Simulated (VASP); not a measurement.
The system is TiC.

```
CELL_PARAMETERS angstrom
0.00000 2.14648 2.14648
2.14648 0.00000 2.14648
2.14648 2.14648 0.00000
ATOMIC_POSITIONS crystal
Ti 0.00000 0.00000 0.00000
C 0.50000 0.50000 0.50000
```

Base run:

```yaml
Program: VASP 6.6.1
Functional: PBEsol
Potentials_or_basis: VASP PAW PBE potentials, release 64 (Ti_sv, C)
Cutoff: 520 eV
k_mesh: 12 × 12 × 12
Occupations: gaussian, width 0.1 eV
Spin: no spin polarisation
```

Its results: band gap on the k mesh zero (band 8 reaches 10.29 eV, above the bottom of band 9 at 9.21 eV); pressure 0.3 GPa.

Q: The run is repeated on the same cell with these changes: functional from PBEsol to r2SCAN. What comes out?

A: Band gap on the k mesh zero (band 8 reaches 10.68 eV, above the bottom of band 9 at 9.35 eV); pressure 7.7 GPa.

Caveats: the PAW data sets were made with another functional, which shifts forces and pressure a little.
